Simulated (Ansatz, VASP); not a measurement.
**Two plane-wave programs on Ge**

INCAR

```
SYSTEM = Ge
PREC = Accurate
ENCUT = 520
EDIFF = 1E-7
ISMEAR = -1
SIGMA = 0.6
LREAL = .FALSE.
LASPH = .TRUE.
NELM = 60
ALGO = Normal
ISIF = 2
LWAVE = .FALSE.
LCHARG = .FALSE.
GGA = CA
NBANDS = 21
```

Contents of KPOINTS:

```
regular mesh
0
G
  10 10 10
  0 0 0
```

File POSCAR:

```
Ge
1.0
    0.0000000000      2.8147752533      2.8147752533
    2.8147752533      0.0000000000      2.8147752533
    2.8147752533      2.8147752533      0.0000000000
Ge
2
Direct
    0.5000000000      0.5000000000      0.5000000000
    0.7500000000      0.7500000000      0.7500000000
```

Input for Ansatz:

```yaml
crystal:
  lattice:
    - [0.0, 2.8147752533, 2.8147752533]
    - [2.8147752533, 0.0, 2.8147752533]
    - [2.8147752533, 2.8147752533, 0.0]
  atoms:
    - { symbol: Ge, position: [0.5, 0.5, 0.5] }
    - { symbol: Ge, position: [0.75, 0.75, 0.75] }
hamiltonian:
  xc: lda
  pseudopotentials:
    kind: paw
    azcp:
      Ge: "pseudopotentials/Ge.paw.azcp"
basis:
  ecutwfc: 420
  fft_grid_basis: typed
kpoints:
  mp_grid: { grid: [10, 10, 10], shift: [0, 0, 0] }
magnetization:
  spin_polarized: false
scf:
  occupations: { method: fermi_dirac, width: 0.6 }
  lower_state_search: "off"
output:
  stress: true
  write_density: true
  write_potential: true
  elf: true
  volumetric_format: npy
```

Alike in both runs: task single point; functional LDA; k mesh 10 × 10 × 10; occupations fermi-dirac, width 0.6 eV; no spin polarisation.

|  | VASP | Ansatz |
| --- | --- | --- |
| version | VASP 6.6.1 | Ansatz 0.2.0 |
| potentials or method | VASP PAW LDA potentials, release 64 (Ge_d), cutoff 520 eV | plane waves (420 eV) with PAW, scalar-relativistic |
| valence electrons in the cell | 28 | 28 |

Ansatz gave:

| Property | Result |
| --- | --- |
| pressure (GPa) | 1.2 |

Task: What did VASP give for the same quantities?

Result: Pressure (GPa): 1.5.

Ansatz warns that its potentials were made for another functional, while VASP's fit it. LDA's correlation is that of Perdew and Zunger in VASP and of Perdew and Wang (1992) in Ansatz.
